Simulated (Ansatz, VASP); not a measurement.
Two plane-wave programs on Au

The input INCAR:

```
SYSTEM = Au
ALGO     = Fast           ! electronic algorithm
EDIFF    = 1E-6           ! SCF threshold, eV
ENCUT    = 520            ! plane-wave cutoff, eV
GGA      = PE             ! functional
ISIF     = 2              ! what is computed and relaxed
ISMEAR   = 0              ! smearing method
LASPH    = .True.         ! aspherical terms in the spheres
LCHARG   = .False.        ! write CHGCAR
LREAL    = .False.        ! projectors in reciprocal space
LWAVE    = .False.        ! write WAVECAR
NBANDS   = 42             ! bands
NELM     = 80             ! most SCF steps
PREC     = Accurate       ! precision mode
SIGMA    = 0.15           ! smearing width, eV
```

Contents of KPOINTS:

```
k-points
0
Gamma
  23 23 4
  0 0 0
```

Contents of POSCAR:

```
Au
1.0
    2.0790388405     -2.0790388405      0.0000000000
    2.0790388405      0.0000000000     -2.0790388405
    8.8935056312      8.8935056312      8.8935056312
Au
6
Direct
    0.6666666667      0.6666666667      0.0779078996
    0.0000000000      0.0000000000      0.8571427431
    0.3333333333      0.3333333333      0.2337548683
    0.6666666667      0.6666666667      0.5454488057
    0.0000000000      0.0000000000      0.3896018370
    0.3333333333      0.3333333333      0.7012957744
```

Input for Ansatz:

```yaml
crystal:
  lattice:
    - [2.0790388405, -2.0790388405, 0.0]
    - [2.0790388405, 0.0, -2.0790388405]
    - [8.8935056312, 8.8935056312, 8.8935056312]
  atoms:
    - { symbol: Au, position: [0.6666666667, 0.6666666667, 0.0779078996] }
    - { symbol: Au, position: [0.0, 0.0, 0.8571427431] }
    - { symbol: Au, position: [0.3333333333, 0.3333333333, 0.2337548683] }
    - { symbol: Au, position: [0.6666666667, 0.6666666667, 0.5454488057] }
    - { symbol: Au, position: [0.0, 0.0, 0.389601837] }
    - { symbol: Au, position: [0.3333333333, 0.3333333333, 0.7012957744] }
basis:
  ecutwfc: 420
kpoints:
  mp_grid: { grid: [23, 23, 4] }
hamiltonian:
  xc: pbe
scf:
  occupations: { method: gaussian, width: 0.15 }
output:
  forces: true
  stress: true
  eigenvalues: true
```

Alike in both runs: task single point; functional PBE; k mesh 23 × 23 × 4; occupations gaussian, width 0.15 eV; no spin polarisation.

```csv
,VASP,Ansatz
version,VASP 6.6.1,Ansatz 0.2.0
potentials or method,"VASP PAW PBE potentials, release 64 (Au), cutoff 520 eV","scalar-relativistic, plane waves, PAW"
valence electrons in the cell,66,114
```

Ansatz gave:

```
gap on the k mesh at the Fermi level (eV)                     : none
pressure (GPa)                                                : -2.6
traceless stress, the component that is largest in VASP (GPa) : 0.57
rms of the force components (eV/Å)                            : 0.135
```

Question: What did VASP give for the same quantities?

Answer: gap on the k mesh at the Fermi level (eV): none; pressure (GPa): -2.8; traceless stress, the component that is largest in VASP (GPa): 0.56; rms of the force components (eV/Å): 0.132.

Atom by atom the forces differ by 0.003 eV/Å (rms over components). A gap of «none» marks a metal or a gap that the smearing closes. The functional is the same, so the differences come from potentials, cutoffs and numerics. VASP's potentials hold 66 valence electrons a cell and Ansatz's 114, so a difference there can come from the potentials and not from the codes.

Spin-orbit coupling is off throughout.
